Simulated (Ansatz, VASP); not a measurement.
**NaI: VASP beside Ansatz**

Contents of INCAR:

```
SYSTEM = NaI
ALGO = Normal
EDIFF = 1E-7
ENCUT = 520
GGA = PE
ISIF = 2
ISMEAR = -1
LASPH = .True.
LCHARG = .False.
LREAL = .False.
LWAVE = .False.
NBANDS = 14
NELM = 100
PREC = Accurate
SIGMA = 0.02
```

Contents of KPOINTS:

```
k-points
0
Gamma
  6 6 6
  0 0 0
```

POSCAR

```
NaI
1.0
    4.1556919904      0.0000000000      0.0000000000
    0.0000000000      4.1556919904      0.0000000000
    0.0000000000      0.0000000000      4.1556919904
Na I
1 1
Direct
    0.0000000000      0.0000000000      0.0000000000
    0.5000000000      0.5000000000      0.5000000000
```

Input for Ansatz:

```yaml
crystal:
  lattice:
    - [4.1556919904, 0.0, 0.0]
    - [0.0, 4.1556919904, 0.0]
    - [0.0, 0.0, 4.1556919904]
  atoms:
    - { symbol: Na, position: [0.0, 0.0, 0.0] }
    - { symbol: I, position: [0.5, 0.5, 0.5] }
kpoints:
  mp_grid: { grid: [6, 6, 6] }
  band_path:
    path: [[0.0, 0.0, 0.0], [0.0, 0.5, 0.0], [0.5, 0.5, 0.0], [0.5, 0.5, 0.5]]
    npoints: 1
hamiltonian:
  xc: pbe
scf:
  occupations: { method: fermi_dirac, width: 0.02 }
  n_extra_bands: 4
output:
  forces: true
  stress: true
  eigenvalues: true
```

Change from the starting cell: hydrostatic strain +2.9%.

Alike in both runs: task single point; functional PBE; k mesh 6 × 6 × 6; occupations fermi-dirac, width 0.02 eV; no spin polarisation.

|  | VASP | Ansatz |
| --- | --- | --- |
| version | VASP 6.6.1 | Ansatz 0.2.0 |
| potentials or method | VASP PAW PBE potentials, release 64 (Na_pv, I) | plane waves, PAW |
| plane-wave cutoff (eV) | 520 | 420 |
| valence electrons in the cell | 14 | 26 |

Ansatz gave:

- gap on the k mesh at the Fermi level (eV): 2.19
- pressure (GPa): -0.9

Task: Estimate VASP's values.

Result: gap on the k mesh at the Fermi level (eV): 2.18; pressure (GPa): -0.9.

VASP's potentials hold 14 valence electrons a cell and Ansatz's 26, so a difference there can come from the potentials and not from the codes.

Spin-orbit coupling is off throughout.
